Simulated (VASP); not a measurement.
# As in VASP: further runs, part 2 of 2

VASP 6.6.1. Earlier steps stand in the parts before.

### 3 Single point, PBEsol (volume scaled by 1.06)

The input, INCAR:

```
SYSTEM = As
PREC = Accurate
ENCUT = 520
EDIFF = 1E-6
ISMEAR = -1
SIGMA = 0.05
LREAL = .FALSE.
LASPH = .TRUE.
NELM = 60
ALGO = Normal
ISIF = 2
LWAVE = .FALSE.
LCHARG = .FALSE.
GGA = PS
NBANDS = 8
```

The input, KPOINTS:

```
Automatic mesh
0
G
  10 10 10
  0 0 0
```

The input, POSCAR:

```
As
1.0
    2.7567085743      0.0000000000      0.0000000000
    0.0000000000      2.7567085743      0.0000000000
    0.0000000000      0.0000000000      2.7567085743
As
1
Direct
    0.5000000000      0.5000000000      0.5000000000
```

Potentials or basis: VASP PAW PBE potentials, release 64 (As).

Run with:

```bash
$ cat potpaw_PBE.64/As/POTCAR > POTCAR
$ mpirun -np 1 vasp_std > vasp.out
```

OUTCAR:

```text
SYSTEM = As
   PREC = Accurate
   ENCUT = 520
   EDIFF = 1E-6
   ISMEAR = -1
   LREAL = .FALSE.
   LASPH = .TRUE.
   NELM = 60
   ISIF = 2
   GGA = PS

 ion  position               nearest neighbor table
   1  0.500  0.500  0.500-

  LATTYP: Found a simple cubic cell.
 ALAT       =     2.7567085743

  Lattice vectors:

 A1 = (   2.7567085743,   0.0000000000,   0.0000000000)
 A2 = (   0.0000000000,   2.7567085743,   0.0000000000)
 A3 = (   0.0000000000,   0.0000000000,   2.7567085743)

Analysis of symmetry for initial positions (statically):
=====================================================================
 Subroutine PRICEL returns:
 Original cell was already a primitive cell.

 Routine SETGRP: Setting up the symmetry group for a
 simple cubic supercell.

 Subroutine GETGRP returns: Found 48 space group operations
[... 9 lines left out ...]

 Routine SETGRP: Setting up the symmetry group for a
 simple cubic supercell.

 Subroutine GETGRP returns: Found 48 space group operations
[... 11 lines left out ...]
                                     Primitive cell

  volume of cell :      20.9494

  direct lattice vectors                    reciprocal lattice vectors
     2.756708574  0.000000000  0.000000000     0.362751438  0.000000000  0.000000000
     0.000000000  2.756708574  0.000000000     0.000000000  0.362751438  0.000000000
     0.000000000  0.000000000  2.756708574     0.000000000  0.000000000  0.362751438

  length of vectors
     2.756708574  2.756708574  2.756708574     0.362751438  0.362751438  0.362751438

  position of ions in fractional coordinates (direct lattice)
     0.500000000  0.500000000  0.500000000

  ion indices of the primitive-cell ions
   primitive index   ion index
                 1           1

----------------------------------------------------------------------------------------

 KPOINTS: Automatic mesh

Automatic generation of k-mesh.
 Grid dimensions read from file:
 generate k-points for:   10   10   10

 Generating k-lattice:

  Cartesian coordinates                     Fractional coordinates (reciprocal lattice)
     0.036275144  0.000000000  0.000000000     0.100000000  0.000000000  0.000000000
     0.000000000  0.036275144  0.000000000     0.000000000  0.100000000  0.000000000
     0.000000000  0.000000000  0.036275144     0.000000000  0.000000000  0.100000000

  Length of vectors
     0.036275144  0.036275144  0.036275144

  Shift w.r.t. Gamma in fractional coordinates (k-lattice)
     0.000000000  0.000000000  0.000000000

 Subroutine IBZKPT returns following result:
 ===========================================

 Found     56 irreducible k-points:

 Following reciprocal coordinates:
            Coordinates               Weight
  0.000000  0.000000  0.000000      1.000000
  0.100000  0.000000  0.000000      6.000000
  0.200000  0.000000  0.000000      6.000000
  0.300000  0.000000  0.000000      6.000000
  0.400000  0.000000  0.000000      6.000000
  0.500000  0.000000  0.000000      3.000000
[... 16 lines left out ...]
  0.200000  0.100000  0.100000     24.000000
  0.300000  0.100000  0.100000     24.000000
 [... further k-points ...]
   k-points           NKPTS =     56   k-points in BZ     NKDIM =     56   number of bands    NBANDS=      8
   number of dos      NEDOS =    301   number of ions     NIONS =      1
   total plane-waves  NPLWV =  13824
   dimension x,y,z NGX =    24 NGY =   24 NGZ =   24
   dimension x,y,z NGXF=    48 NGYF=   48 NGZF=   48
   ions per type =               1
   NGX,Y,Z   is equivalent  to a cutoff of  14.47, 14.47, 14.47 a.u.
   NGXF,Y,Z  is equivalent  to a cutoff of  28.95, 28.95, 28.95 a.u.
 SYSTEM =  As
   PREC   = accura    normal or accurate (medium, high low for compatibility)
   ISTART =      0    job   : 0-new  1-cont  2-samecut
   ICHARG =      2    charge: 1-file 2-atom 10-const
   ISPIN  =      1    spin polarized calculation?
   LNONCOLLINEAR =      F non collinear calculations
   LSORBIT =      F    spin-orbit coupling
   LASPH  =      T    aspherical Exc in radial PAW
   ENCUT  =  520.0 eV  38.22 Ry    6.18 a.u.   5.13  5.13  5.13*2*pi/ulx,y,z
   NELM   =     60;   NELMIN=  2; NELMDL= -5     # of ELM steps
   EDIFF  = 0.1E-05   stopping-criterion for ELM
   LREAL  =      F    real-space projection
   EDIFFG = 0.1E-04   stopping-criterion for IOM
   NSW    =      0    number of steps for IOM
   IBRION =     -1    ionic relax: 0-MD 1-quasi-New 2-CG
   NFREE  =      0    steps in history (QN), initial steepest desc. (CG)
   ISIF   =      2    stress and relaxation
   ISYM   =      2    0-nonsym 1-usesym 2-fastsym
   POTIM  = 0.5000    time-step for ionic-motion
   TEBEG  =    0.0;   TEEND  =   0.0 temperature during run
   PSTRESS=    0.0 pullay stress
   NELECT =       5.0000    total number of electrons
   NUPDOWN=      -1.0000    fix difference up-down
   EMIN   =  10.00;   EMAX   =-10.00  energy-range for DOS
[... 5 lines left out ...]
     AMIX     =   0.40;   BMIX     =  1.00
     AMIX_MAG =   1.60;   BMIX_MAG =  1.00
  volume/ion in A,a.u.               =      20.95       141.37
  Fermi-wavevector in a.u.,A,eV,Ry     =   1.015486  1.918990 14.030491  1.031212
  Thomas-Fermi vector in A             =   2.148775
   LORBIT       =      0    0 simple, 1 ext, 2 COOP (PROOUT), +10 PAW based schemes
   GGA     = PS    functional components
   LHFCALC =     F    Hartree Fock is set to
   AEXX    =    0.0000 exact exchange contribution
   IVDW    =     0    specifies the selected vdW correction
   LEPSILON=     F    determine dielectric tensor
   LRPA    =     F    only Hartree local field effects (RPA)
 non-spin polarized calculation
  energy-cutoff  :      520.00
  volume of cell :       20.95
 maximum number of plane-waves:       587
 NGX is ok and might be reduce to    24
   NGX = 11   NGY = 11   NGZ = 11

 number of electron       5.0000000 magnetization

 Free energy of the ion-electron system (eV)
  ---------------------------------------------------
  ext. energy  EPLUGINS =         0.00000000
  ---------------------------------------------------
  free energy    TOTEN  =        -5.02070793 eV

  energy without entropy =       -5.01835971  energy(sigma->0) =       -5.01953382

 E-fermi :   5.0858     XC(G=0): -10.3069

 val. band max:        5.0524977927   @ k =   0.5000   0.3000   0.3000
 cond. band min:       5.1147691756   @ k =   0.2000   0.2000   0.0000
 fundamental gap:      0.0622713829
 Fermi energy:         5.0857984877

 k-point     1 :       0.0000    0.0000    0.0000
  band No.  band energies     occupation
      1      -9.3190      2.00000
      2       9.0863      0.00000
      3       9.0863      0.00000
      4       9.0863      0.00000
      5      13.6095      0.00000
      6      13.6095      0.00000
      7      15.0597      0.00000
      8      29.3663      0.00000

 k-point     2 :       0.1000    0.0000    0.0000
  band No.  band energies     occupation
      1      -9.1452      2.00000
      2       7.1799      0.00000
      3       9.2369      0.00000
      4       9.2369      0.00000
      5      13.7683      0.00000
      6      14.5902      0.00000
      7      16.4578      0.00000
      8      27.0644      0.00000

 k-point     3 :       0.2000    0.0000    0.0000
  band No.  band energies     occupation
      1      -8.6348      2.00000
      2       4.2647      2.00000
      3       9.6653      0.00000
      4       9.6653      0.00000
      5      14.2327      0.00000
      6      15.2688      0.00000
      7      19.9695      0.00000
      8      24.2745      0.00000
[... 210 lines left out ...]
 k-point    23 :       0.2000    0.1000    0.1000
  band No.  band energies     occupation
      1      -8.2872      2.00000
      2       4.5831      1.99991
      3       7.8117      0.00000
      4       8.1321      0.00000
      5      16.7318      0.00000
      6      17.1654      0.00000
      7      19.8125      0.00000
      8      22.0144      0.00000

 k-point    24 :       0.3000    0.1000    0.1000
  band No.  band energies     occupation
      1      -7.4884      2.00000
      2       1.9308      2.00000
      3       8.4632      0.00000
      4       8.8384      0.00000
      5      17.1981      0.00000
      6      17.3781      0.00000
      7      19.5861      0.00000
      8      20.1130      0.00000

 [... further k-points ...]
[... 5 lines left out ...]
  --------------------------------------------------------------------------------------
  -------------------------------------------------------------------------------------
  Total       -0.7446254     -0.7446254     -0.7446254     -0.0000000     -0.0000000      0.0000000
  in kB      -56.9476554    -56.9476554    -56.9476554     -0.0000000     -0.0000000      0.0000000
  external PRESSURE =     -56.9476554 kB  Pullay stress =       0.0000000 kB

 VOLUME and BASIS-vectors are now :
 -----------------------------------------------------------------------------
  energy-cutoff  :      520.00
  volume of cell :       20.95
      direct lattice vectors                 reciprocal lattice vectors
     2.756708574  0.000000000  0.000000000     0.362751438  0.000000000  0.000000000
     0.000000000  2.756708574  0.000000000     0.000000000  0.362751438  0.000000000
     0.000000000  0.000000000  2.756708574     0.000000000  0.000000000  0.362751438

 POSITION                                       TOTAL-FORCE (eV/Angst)
 -----------------------------------------------------------------------------------
      1.37835      1.37835      1.37835         0.000000      0.000000      0.000000
 -----------------------------------------------------------------------------------
    total drift:                                0.000000     -0.000000     -0.000000

  FREE ENERGIE OF THE ION-ELECTRON SYSTEM (eV)
  ---------------------------------------------------
  free  energy   TOTEN  =        -5.0207079287 eV

  energy  without entropy=       -5.0183597118  energy(sigma->0) =       -5.01953382
```

OSZICAR:

```text
N       E                     dE             d eps       ncg     rms          rms(c)
DAV:   1     0.831869576526E+01    0.83187E+01   -0.20707E+03   912   0.460E+02
DAV:   2    -0.485744357258E+01   -0.13176E+02   -0.12759E+02  1160   0.595E+01
DAV:   3    -0.502236626771E+01   -0.16492E+00   -0.16482E+00  1048   0.933E+00
DAV:   4    -0.502253492917E+01   -0.16866E-03   -0.16866E-03  1360   0.328E-01
DAV:   5    -0.502253504577E+01   -0.11660E-06   -0.11651E-06  1096   0.568E-03    0.189E+00
DAV:   6    -0.502135802475E+01    0.11770E-02   -0.61494E-04  1160   0.155E-01    0.111E+00
DAV:   7    -0.502069838834E+01    0.65964E-03   -0.14510E-03   976   0.237E-01    0.650E-02
DAV:   8    -0.502070727386E+01   -0.88855E-05   -0.46488E-05  1088   0.447E-02    0.377E-03
DAV:   9    -0.502070792872E+01   -0.65486E-06   -0.56520E-07  1144   0.544E-03
   1 F= -.50207079E+01 E0= -.50195338E+01  d E =-.234822E-02
```

Wall time 4.6 s (1 thread of Intel Xeon Platinum 8488C (Sapphire Rapids), shared host); peak memory 0.13 GiB.

What came out:

| Item | Value |
| --- | --- |
| Free energy | -5.0207 eV |
| Pressure | -5.7 GPa |

Caveat: the PAW data sets were made with another functional, which shifts forces and pressure a little.

### 4 Single point, PBEsol (the cell strained at random)

The input, INCAR:

```
SYSTEM = As
ALGO = Normal
EDIFF = 1E-7
ENCUT = 520
GGA = PS
ISIF = 2
ISMEAR = -1
LASPH = .TRUE.
LCHARG = .FALSE.
LREAL = .FALSE.
LWAVE = .FALSE.
NBANDS = 8
NELM = 80
PREC = Accurate
SIGMA = 0.05
```

The input, KPOINTS:

```
k-points
0
G
  10 10 10
  0 0 0
```

The input, POSCAR:

```
As
1.0
    2.7100410000     -0.0173790000     -0.0118580000
   -0.0173790000      2.7297000000      0.0332640000
   -0.0118580000      0.0332640000      2.6721930000
As
1
Direct
    0.4843510000      0.5055250000      0.4963750000
```

Run with:

```bash
$ cat potpaw_PBE.64/As/POTCAR > POTCAR
$ mpirun -np 1 vasp_std > vasp.out
```

Run time: 25 s. Hardware: 1 thread of Intel Xeon Platinum 8488C (Sapphire Rapids), shared host; peak memory 0.18 GiB.

The run converged. Its results:

| Item | Value |
| --- | --- |
| Free energy | -5.0433 eV |
| Pressure | -1.2 GPa |

Stress tensor (GPa, compression positive):
```
-1.59  0.28  0.41
 0.28 -2.94 -0.83
 0.41 -0.83  0.88
```

Levels at points of the mesh, in eV from the Fermi level:
```csv
k point,band 1,band 2,band 3,band 4,band 5,band 6,band 7,band 8
"(0.00, 0.00, 0.00)",-14.91,3.89,4.15,4.65,8.43,8.69,10.55,24.65
"(0.50, 0.00, 0.00)",-11.80,-6.88,6.17,6.92,11.25,14.08,14.43,14.87
"(0.00, 0.50, 0.00)",-11.90,-6.86,6.33,6.81,11.24,14.24,14.54,14.83
"(0.50, 0.50, 0.00)",-8.67,-4.34,-4.13,2.46,8.94,16.55,17.83,18.08
"(0.00, 0.00, 0.50)",-11.57,-6.92,6.32,6.60,11.28,13.89,14.28,14.69
"(0.50, 0.00, 0.50)",-8.30,-4.29,-4.02,2.52,8.47,16.22,17.37,17.41
"(0.00, 0.50, 0.50)",-8.43,-4.43,-3.93,2.51,8.64,16.45,17.32,17.73
"(0.50, 0.50, 0.50)",-4.85,-2.04,-1.68,-1.47,5.70,6.01,6.22,9.46
```

Caveat: the cell differs from its parent crystal (the cell strained at random); the PAW data sets were made with another functional, which shifts forces and pressure a little.

### 5 The runs side by side

```tsv
cell	gap on the mesh (eV)	pressure (GPa)
a = 2.739 Å, 1 atom	none	-4.4
a = 2.757 Å, 1 atom	none	-5.7
a = 2.710, b = 2.730, c = 2.672 Å, angles 88.6, 90.5, 90.7°, 1 atom	none	-1.2
```

Alike in all rows: task single point; level PBEsol; potentials or basis VASP PAW PBE potentials, release 64 (As); no spin polarisation; k mesh 10 × 10 × 10; cutoff (eV) 520; smearing fermi-dirac 0.05 eV.

Caveats: the PAW data sets were made with another functional, which shifts forces and pressure a little.

Total energies depend on the potentials used, so only differences within one code and one set of settings carry meaning.
